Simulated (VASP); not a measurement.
# La2OF2 (P6_3/mmc) in VASP: notebook

La2OF2 is run at these levels: PBE; tasks: single point, relaxation of cell and atoms.

Program: VASP 6.6.1. These are calculated values, not measurements. Logs are shortened: lines on timing, memory, paths and dates and some standing lists are left out, and cuts for length are marked.

## 1. The cell of the first run

The structure is hexagonal, space group P6_3/mmc (No. 194). Conventional cell: a = 3.654 Å, b = 3.654 Å, c = 16.549 Å, α = 90.00°, β = 90.00°, γ = 120.00°. La (site symmetry 3m) has 3 F at 2.49 Å and 3 O at 2.62 Å and 1 La at 3.11 Å within 3.3 Å. Within 3.7 Å of O (site symmetry -6m2) lie 6 La at 2.62 Å and 6 F at 3.57 Å and 6 O at 3.65 Å. F (site symmetry 3m) has 3 La at 2.49 Å and 3 F at 3.29 Å within 3.3 Å.

The cell was generated, and may not be a known phase.

## 2. Single point, PBE

File INCAR:

```
SYSTEM = La2OF2
  ALGO = Normal
  EDIFF = 1E-6
  ENCUT = 520
  GGA = PE
  ISIF = 2
  ISMEAR = 0
  LASPH = .TRUE.
  LCHARG = .FALSE.
  LREAL = .FALSE.
  LWAVE = .FALSE.
  NBANDS = 53
  NELM = 80
  PREC = Accurate
  SIGMA = 0.1
```

File KPOINTS:

```
k-points
0
G
  6 6 1
  0 0 0
```

File POSCAR:

```
La2OF2
1.0
    3.6539095204      0.0000000000      0.0000000000
   -1.8269547602      3.1643784678      0.0000000000
    0.0000000000      0.0000000000     16.5487732444
La O F
4 2 4
Direct
    0.0000000000      0.0000000000      0.6559281305
    0.0000000000      0.0000000000      0.3440718695
    0.0000000000      0.0000000000      0.1559281305
    0.0000000000      0.0000000000      0.8440718695
    0.6666666667      0.3333333333      0.7500000000
    0.3333333333      0.6666666667      0.2500000000
    0.6666666667      0.3333333333      0.0763264066
    0.3333333333      0.6666666667      0.9236735934
    0.3333333333      0.6666666667      0.5763264066
    0.6666666667      0.3333333333      0.4236735934
```

Potentials or basis: VASP PAW PBE potentials, release 64 (La, O, F).

On the command line:

```
> cat potpaw_PBE.64/La/POTCAR potpaw_PBE.64/O/POTCAR potpaw_PBE.64/F/POTCAR > POTCAR
> mpirun -np 1 vasp_std > vasp.out
```

OUTCAR:

```text
SYSTEM = La2OF2
   EDIFF = 1E-6
   ENCUT = 520
   GGA = PE
   ISIF = 2
   ISMEAR = 0
   LASPH = .TRUE.
   LREAL = .FALSE.
   NELM = 80
   PREC = Accurate

 ion  position               nearest neighbor table
   1  0.000  0.000  0.656-   9 2.49   9 2.49   9 2.49   5 2.62   5 2.62   5 2.62   4 3.11
   2  0.000  0.000  0.344-  10 2.49  10 2.49  10 2.49   6 2.62   6 2.62   6 2.62   3 3.11
   3  0.000  0.000  0.156-   7 2.49   7 2.49   7 2.49   6 2.62   6 2.62   6 2.62   2 3.11
   4  0.000  0.000  0.844-   8 2.49   8 2.49   8 2.49   5 2.62   5 2.62   5 2.62   1 3.11
   5  0.667  0.333  0.750-   1 2.62   4 2.62   1 2.62   4 2.62   1 2.62   4 2.62
   6  0.333  0.667  0.250-   2 2.62   3 2.62   2 2.62   3 2.62   2 2.62   3 2.62
   7  0.667  0.333  0.076-   3 2.49   3 2.49   3 2.49
   8  0.333  0.667  0.924-   4 2.49   4 2.49   4 2.49
   9  0.333  0.667  0.576-   1 2.49   1 2.49   1 2.49
  10  0.667  0.333  0.424-   2 2.49   2 2.49   2 2.49

  LATTYP: Found a hexagonal cell.
 ALAT       =     3.6539095204
 C/A-ratio  =     4.5290593957

  Lattice vectors:

 A1 = (   3.6539095204,   0.0000000000,   0.0000000000)
 A2 = (  -1.8269547602,   3.1643784678,   0.0000000000)
 A3 = (   0.0000000000,   0.0000000000,  16.5487732444)

Analysis of symmetry for initial positions (statically):
=====================================================================
 Subroutine PRICEL returns:
 Original cell was already a primitive cell.

 Routine SETGRP: Setting up the symmetry group for a
 hexagonal supercell.

 Subroutine GETGRP returns: Found 24 space group operations
 (whereof 12 operations were pure point group operations)
 out of a pool of 24 trial point group operations.

The static configuration has the point symmetry D_3d.
 The point group associated with its full space group is D_6h.

Analysis of symmetry for dynamics (positions and initial velocities):
=====================================================================
 Subroutine PRICEL returns:
 Original cell was already a primitive cell.

 Routine SETGRP: Setting up the symmetry group for a
 hexagonal supercell.

 Subroutine GETGRP returns: Found 24 space group operations
 (whereof 12 operations were pure point group operations)
 out of a pool of 24 trial point group operations.

The dynamic configuration has the point symmetry D_3d.
 The point group associated with its full space group is D_6h.

 Subroutine INISYM returns: Found 24 space group operations
 (whereof 12 operations are pure point group operations),
 and found     1 'primitive' translations

[... 102 lines left out ...]
   PSTRESS=    0.0 pullay stress
   NELECT =      84.0000    total number of electrons
   NUPDOWN=      -1.0000    fix difference up-down
   EMIN   =  10.00;   EMAX   =-10.00  energy-range for DOS
   EFERMI =   0.00;   METHOD = LEGACY
   ISMEAR =     0;   SIGMA  =   0.10  broadening in eV -4-tet -1-fermi 0-gaus
   EFERMI_NEDOS =   21; number of points for ismear=-14 and -15
   IALGO  =     38    algorithm
   IMIX   =      4    mixing-type and parameters
     AMIX     =   0.40;   BMIX     =  1.00
     AMIX_MAG =   1.60;   BMIX_MAG =  1.00
  volume/ion in A,a.u.               =      19.13       129.12
  Fermi-wavevector in a.u.,A,eV,Ry     =   1.244220  2.351235 21.062961  1.548084
  Thomas-Fermi vector in A             =   2.378497
   LORBIT       =      0    0 simple, 1 ext, 2 COOP (PROOUT), +10 PAW based schemes
   GGA     = PE    functional components
   LHFCALC =     F    Hartree Fock is set to
   AEXX    =    0.0000 exact exchange contribution
   IVDW    =     0    specifies the selected vdW correction
   LEPSILON=     F    determine dielectric tensor
   LRPA    =     F    only Hartree local field effects (RPA)
 non-spin polarized calculation
 Gauss-broadening in eV      SIGMA  =   0.10
  energy-cutoff  :      520.00
  volume of cell :      191.34
 maximum number of plane-waves:      5182
 NGX is ok and might be reduce to    28
   NGX = 13   NGY = 13   NGZ = 61

 number of electron      84.0000018 magnetization

 Free energy of the ion-electron system (eV)
  ---------------------------------------------------
  ext. energy  EPLUGINS =         0.00000000
  ---------------------------------------------------
  free energy    TOTEN  =       -66.70787404 eV

  energy without entropy =      -66.69278211  energy(sigma->0) =      -66.70032807

 E-fermi :   7.8230     XC(G=0):  -9.5413

 val. band max:        7.8191259614   @ k =   0.1667   0.1667   0.0000
 cond. band min:       7.8990873611   @ k =   0.1667   0.1667   0.0000
 fundamental gap:      0.0799613997
 Fermi energy:         7.8229707072

 k-point     1 :       0.0000    0.0000    0.0000
  band No.  band energies     occupation
      1     -25.8563      2.00000
      2     -25.8552      2.00000
      3     -25.6210      2.00000
      4     -25.6198      2.00000
      5     -17.7951      2.00000
      6     -17.7589      2.00000
[... 381 lines left out ...]
     52       9.1211      0.00000
     53       9.3325      0.00000

------------------------ aborting loop because EDIFF is reached ----------------------------------------

  FORCE on cell =-STRESS in cart. coord.  units (eV):
  Direction    XX          YY          ZZ          XY          YZ          ZX
  --------------------------------------------------------------------------------------
  -------------------------------------------------------------------------------------
  Total       -0.3983247     -0.3983247      0.0713236      0.0000000      0.0000000      0.0000000
  in kB       -3.3353071     -3.3353071      0.5972162      0.0000000      0.0000000      0.0000000
  external PRESSURE =      -2.0244660 kB  Pullay stress =       0.0000000 kB

 VOLUME and BASIS-vectors are now :
 -----------------------------------------------------------------------------
  energy-cutoff  :      520.00
  volume of cell :      191.34
      direct lattice vectors                 reciprocal lattice vectors
     3.653909520  0.000000000  0.000000000     0.273679464  0.158008912  0.000000000
    -1.826954760  3.164378468  0.000000000     0.000000000  0.316017825  0.000000000
     0.000000000  0.000000000 16.548773244     0.000000000  0.000000000  0.060427440

 POSITION                                       TOTAL-FORCE (eV/Angst)
 -----------------------------------------------------------------------------------
      0.00000      0.00000     10.85481         0.000000      0.000000      0.006549
      0.00000      0.00000      5.69397        -0.000000      0.000000     -0.006549
      0.00000      0.00000      2.58042        -0.000000      0.000000      0.006549
      0.00000      0.00000     13.96835         0.000000      0.000000     -0.006549
      1.82695      1.05479     12.41158        -0.000000      0.000000      0.000000
     -0.00000      2.10959      4.13719         0.000000     -0.000000      0.000000
      1.82695      1.05479      1.26311         0.000000      0.000000      0.001624
     -0.00000      2.10959     15.28566         0.000000     -0.000000     -0.001624
     -0.00000      2.10959      9.53750        -0.000000     -0.000000      0.001624
      1.82695      1.05479      7.01128         0.000000      0.000000     -0.001624
 -----------------------------------------------------------------------------------
    total drift:                               -0.000000      0.000000     -0.000000

  FREE ENERGIE OF THE ION-ELECTRON SYSTEM (eV)
  ---------------------------------------------------
  free  energy   TOTEN  =       -66.7078740403 eV

  energy  without entropy=      -66.6927821059  energy(sigma->0) =      -66.70032807
```

Wall time 83 s (1 thread of Intel Xeon 6975P-C (Granite Rapids), shared host); peak memory 0.32 GiB.

Results:

- Free energy: -66.7079 eV
- Pressure: -0.2 GPa
- Largest force: 0.007 eV/Å
- Band gap on the k mesh: zero (bands 42 and 43 overlap by 0.40 eV)

Forces in eV/Å, atoms in the order of the input:
```
La   0.000  0.000  0.007
La   0.000  0.000 -0.007
La   0.000  0.000  0.007
La   0.000  0.000 -0.007
O    0.000  0.000  0.000
O    0.000  0.000  0.000
F    0.000  0.000  0.002
F    0.000  0.000 -0.002
F    0.000  0.000  0.002
F    0.000  0.000 -0.002
```

Stress tensor (GPa, compression positive):
```
-0.33  0.00  0.00
 0.00 -0.33  0.00
 0.00  0.00  0.06
```

Levels at points of the mesh, in eV from the Fermi level:
```csv
k point,band 40,band 41,band 42,band 43,band 44,band 45
"(0.00, 0.00, 0.00)",-4.83,-0.63,-0.59,0.53,0.82,0.84
"(0.50, 0.00, 0.00)",-4.70,-0.90,-0.80,0.24,0.34,1.20
```

Caveat: the k points lie up to 0.38 Å⁻¹ apart; spin-orbit coupling is left out, which moves the levels of the heavy elements.

## 3. Single point, PBE

This run uses another cell than the first one, of 19.33 Å³/atom.

File INCAR:

```
PREC = Accurate ; ENCUT = 520
EDIFF = 1E-7 ; ISMEAR = 0
SIGMA = 0.1 ; LREAL = False
LASPH = True ; NELM = 100
ALGO = Normal ; ISIF = 2
LWAVE = False ; LCHARG = False
GGA = PE ; NBANDS = 53
```

File KPOINTS:

```
Automatic mesh
0
Gamma
  6 6 1
```

File POSCAR:

```
La2OF2
1.0
    3.7399958600      0.0000000000      0.0000000000
   -1.8699979300      3.2389314300      0.0000000000
    0.0000000000      0.0000000000     15.9567340000
La O F
4 2 4
Direct
    0.0000000000      0.0000000000      0.6050955100
    0.0000000000      0.0000000000      0.3949044900
    0.0000000000      0.0000000000      0.1050955100
    0.0000000000      0.0000000000      0.8949044900
    0.6666666700      0.3333333300      0.7500000000
    0.3333333300      0.6666666700      0.2500000000
    0.6666666700      0.3333333300      0.0039604200
    0.3333333300      0.6666666700      0.9960395800
    0.3333333300      0.6666666700      0.5039604200
    0.6666666700      0.3333333300      0.4960395800
```

Potentials or basis: VASP PAW PBE potentials, release 64 (La, O, F).

On the command line:

```
> cat potpaw_PBE.64/La/POTCAR potpaw_PBE.64/O/POTCAR potpaw_PBE.64/F/POTCAR > POTCAR
> mpirun -np 1 vasp_std > vasp.out
```

Run time: 85 s. Hardware: 1 thread of Intel Xeon 6975P-C (Granite Rapids), shared host; peak memory 0.32 GiB.

The run converged. Its results:

* Free energy: -58.2131 eV
* Pressure: -5.4 GPa
* Largest force: 2.614 eV/Å
* Band gap on the k mesh: zero (bands 42 and 43 overlap by 0.82 eV)

Forces on the atoms (eV/Å):
```
La   0.000  0.000  2.614
La   0.000  0.000 -2.614
La   0.000  0.000  2.614
La   0.000  0.000 -2.614
O    0.000  0.000  0.000
O    0.000  0.000  0.000
F    0.000  0.000  0.337
F    0.000  0.000 -0.337
F    0.000  0.000  0.337
F    0.000  0.000 -0.337
```

Stress tensor (GPa, compression positive):
```
  4.15   0.00   0.00
  0.00   4.15   0.00
  0.00   0.00 -24.59
```

Levels at points of the mesh, in eV from the Fermi level:
```tsv
k point	band 39	band 40	band 41	band 42	band 43	band 44	band 45	band 46
(0.00, 0.00, 0.00)	-1.30	-1.30	-1.30	-1.06	-0.27	0.40	0.43	0.66
(0.50, 0.00, 0.00)	-1.50	-1.49	-1.00	-0.71	0.05	0.19	0.76	0.82
```

Caveat: the k points lie up to 0.39 Å⁻¹ apart, too coarse for converged energies and pressures of a metal; spin-orbit coupling is left out, which moves the levels of the heavy elements; forces of over 1 eV/Å act on the atoms, so gaps and moduli don't describe the material at rest.

## 4. Relaxation of cell and atoms, PBE

This run uses another cell than the first one, of 19.33 Å³/atom.

File INCAR:

```
PREC = Accurate ; ENCUT = 600
EDIFF = 1E-6 ; ISMEAR = 0
SIGMA = 0.1 ; LREAL = False
LASPH = True ; NELM = 80
ALGO = Normal ; ISIF = 3
LWAVE = False ; LCHARG = False
GGA = PE ; IBRION = 2
NSW = 90 ; EDIFFG = -0.04
```

KPOINTS is that of step 3.

POSCAR is that of step 3.

On the command line:

```
> cat potpaw_PBE.64/La/POTCAR potpaw_PBE.64/O/POTCAR potpaw_PBE.64/F/POTCAR > POTCAR
> mpirun -np 1 vasp_std > vasp.out
```

It took 48 min on 1 thread of Intel Xeon 6975P-C (Granite Rapids), shared host; peak memory 0.41 GiB.

Results (log left out):

```
Free energy                           : -66.7259 eV
Relaxed volume                        : 19.15 Å³/atom
Relaxed cell                          : a = 3.643 Å, b = 3.643 Å, c = 16.665 Å, α = 90.00°, β = 90.00°, γ = 120.00°
Space group after relaxing (to 0.1 Å) : P6_3/mmc (No. 194)
Energy gained by relaxing             : 850.3 meV/atom
Ionic steps                           : 49
Pressure after relaxing               : 0.1 GPa
Largest force after relaxing          : 0.011 eV/Å
Band gap on the k mesh                : zero (bands 42 and 43 overlap by 0.40 eV)
```

Forces in eV/Å, atoms in the order of the input:
```
La   0.000  0.000  0.005
La   0.000  0.000 -0.005
La   0.000  0.000  0.005
La   0.000  0.000 -0.005
O    0.000  0.000  0.000
O    0.000  0.000  0.000
F    0.000  0.000 -0.011
F    0.000  0.000  0.011
F    0.000  0.000 -0.011
F    0.000  0.000  0.011
```

Stress tensor (GPa, compression positive):
```
0.03 0.00 0.00
0.00 0.03 0.00
0.00 0.00 0.11
```

The path:
```tsv
step	energy change (eV)	largest force (eV/Å)	pressure (GPa)	volume (Å³)
1	0.0000	2.6134	-5.50	193.29
3	-5.3724	3.4319	3.38	159.31
5	-5.3662	3.3293	4.93	156.90
7	-6.0287	0.4794	1.89	158.85
9	-6.2693	0.5387	-1.34	163.26
11	-6.3474	0.6492	0.07	160.85
13	-6.4977	1.0364	7.57	151.02
15	-6.5396	1.0501	8.22	150.53
17	-6.7104	0.9701	11.00	148.35
19	-6.9092	0.3278	15.58	146.26
21	-7.0459	1.3461	16.88	153.55
23	-7.5323	0.5343	12.07	154.30
25	-8.1170	0.1792	0.28	170.80
27	-8.1229	0.1666	-0.16	171.70
29	-8.1636	0.1128	-0.10	172.30
31	-8.3277	0.0795	0.40	174.28
33	-8.4041	0.2719	1.08	175.46
35	-8.4299	0.2748	-0.20	179.11
37	-8.4548	0.2640	0.40	180.10
39	-8.4750	0.0571	-0.03	182.41
41	-8.4784	0.0406	0.01	183.17
43	-8.4846	0.1443	0.84	186.08
45	-8.4882	0.0903	0.51	185.83
47	-8.4967	0.0872	-0.36	190.69
49	-8.5026	0.0111	0.06	191.53
```

Final structure:
```
CELL_PARAMETERS angstrom
3.64295 0.00000 0.00000
-1.82148 3.15489 0.00000
0.00000 0.00000 16.66454
ATOMIC_POSITIONS crystal
La 0.00000 0.00000 0.65651
La 0.00000 0.00000 0.34349
La 0.00000 0.00000 0.15651
La 0.00000 0.00000 0.84349
O 0.66667 0.33333 0.75000
O 0.33333 0.66667 0.25000
F 0.66667 0.33333 0.07716
F 0.33333 0.66667 0.92284
F 0.33333 0.66667 0.57716
F 0.66667 0.33333 0.42284
```

Levels at points of the mesh, in eV from the Fermi level:
| k point | band 38 | band 39 | band 40 | band 41 | band 42 | band 43 | band 44 | band 45 | band 46 | band 47 |
| --- | --- | --- | --- | --- | --- | --- | --- | --- | --- | --- |
| (0.00, 0.00, 0.00) | -4.84 | -4.84 | -4.84 | -0.65 | -0.61 | 0.56 | 0.83 | 0.84 | 1.14 | 1.16 |
| (0.50, 0.00, 0.00) | -4.84 | -4.71 | -4.70 | -0.91 | -0.82 | 0.22 | 0.31 | 1.22 | 1.22 | 1.30 |

Caveat: the k points lie up to 0.38 Å⁻¹ apart in the final cell; spin-orbit coupling is left out, which moves the levels of the heavy elements.

## 5. Single point, PBE

This run uses another cell than the first one, of 19.73 Å³/atom.

File INCAR:

```
SYSTEM = La2OF2
  ALGO = Normal
  EDIFF = 1E-6
  ENCUT = 520
  GGA = PE
  ISIF = 2
  ISMEAR = 0
  LASPH = .True.
  LCHARG = .False.
  LREAL = .False.
  LWAVE = .False.
  NBANDS = 53
  NELM = 60
  PREC = Accurate
  SIGMA = 0.1
```

File KPOINTS:

```
k-points
0
Gamma
  12 12 4
  0 0 0
```

File POSCAR:

```
La2OF2
1.0
    3.6475328437      0.0000000000      0.0000000000
   -1.8237664218      3.1588561038      0.0000000000
    0.0000000000      0.0000000000     17.1198075397
La O F
4 2 4
Direct
    0.0000000000      0.0000000000      0.6589499587
    0.0000000000      0.0000000000      0.3410500413
    0.0000000000      0.0000000000      0.1589499587
    0.0000000000      0.0000000000      0.8410500413
    0.6666666667      0.3333333333      0.7500000000
    0.3333333333      0.6666666667      0.2500000000
    0.6666666667      0.3333333333      0.0814622201
    0.3333333333      0.6666666667      0.9185377799
    0.3333333333      0.6666666667      0.5814622201
    0.6666666667      0.3333333333      0.4185377799
```

On the command line:

```
> cat potpaw_PBE.64/La/POTCAR potpaw_PBE.64/O/POTCAR potpaw_PBE.64/F/POTCAR > POTCAR
> mpirun -np 1 vasp_std > vasp.out
```

Run time: 14 min. Hardware: 1 thread of Intel Xeon 6975P-C (Granite Rapids), shared host; peak memory 0.64 GiB.

The run converged. Its results:

```yaml
Free_energy: -66.6874 eV
Pressure: -0.2 GPa
Largest_force: 0.007 eV/Å
Band_gap_on_the_k_mesh: zero (bands 42 and 43 overlap by 0.40 eV)
```

Forces on the atoms (eV/Å):
```
La   0.000  0.000 -0.001
La   0.000  0.000  0.001
La   0.000  0.000 -0.001
La   0.000  0.000  0.001
O    0.000  0.000  0.000
O    0.000  0.000  0.000
F    0.000  0.000  0.007
F    0.000  0.000 -0.007
F    0.000  0.000  0.007
F    0.000  0.000 -0.007
```

Levels at points of the mesh, in eV from the Fermi level:
| k point | band 38 | band 39 | band 40 | band 41 | band 42 | band 43 | band 44 | band 45 | band 46 | band 47 |
| --- | --- | --- | --- | --- | --- | --- | --- | --- | --- | --- |
| (0.00, 0.00, 0.00) | -4.86 | -4.86 | -4.86 | -0.67 | -0.64 | 0.52 | 0.80 | 0.81 | 1.11 | 1.13 |
| (0.50, 0.00, 0.00) | -4.86 | -4.73 | -4.73 | -0.92 | -0.86 | 0.21 | 0.26 | 1.19 | 1.19 | 1.27 |
| (0.00, 0.00, 0.50) | -4.86 | -4.86 | -4.86 | -0.66 | -0.66 | 0.77 | 0.77 | 0.81 | 0.81 | 1.13 |
| (0.50, 0.00, 0.50) | -4.87 | -4.73 | -4.73 | -0.89 | -0.89 | 0.24 | 0.24 | 1.19 | 1.19 | 1.28 |

Caveat: spin-orbit coupling is left out, which moves the levels of the heavy elements.

## 6. Overview

| task | cell | k mesh | cutoff (eV) | gap on the mesh (eV) | pressure (GPa) | largest force (eV/Å) |
| --- | --- | --- | --- | --- | --- | --- |
| single point | a = 3.654, b = 3.654, c = 16.549 Å, angles 90.0, 90.0, 120.0°, 10 atoms, atomic positions A | 6 × 6 × 1 | 520 | none | -0.2 | 0.01 |
| single point | a = 3.740, b = 3.740, c = 15.957 Å, angles 90.0, 90.0, 120.0°, 10 atoms, atomic positions B | 6 × 6 × 1 | 520 | none | -5.4 | 2.61 |
| relaxation of cell and atoms | relaxed from a = 3.740, b = 3.740, c = 15.957 Å, angles 90.0, 90.0, 120.0°, 10 atoms, atomic positions B | 6 × 6 × 1 | 600 | none | 0.1 | 0.01 |
| single point | a = 3.648, b = 3.648, c = 17.120 Å, angles 90.0, 90.0, 120.0°, 10 atoms, atomic positions C | 12 × 12 × 4 | 520 | none | -0.2 | 0.01 |

Alike in all rows: level PBE; potentials or basis VASP PAW PBE potentials, release 64 (La, O, F); no spin polarisation; smearing gaussian 0.1 eV.

Caveats: some runs use coarse meshes; spin-orbit coupling is left out, which moves the levels of the heavy elements; forces of over 1 eV/Å act on the atoms, so gaps and moduli don't describe the material at rest (at least some runs).

Absolute energies hang on the potentials; compare differences alone.

The gap in the log of VASP goes by the Fermi energy; the results here count the filled bands.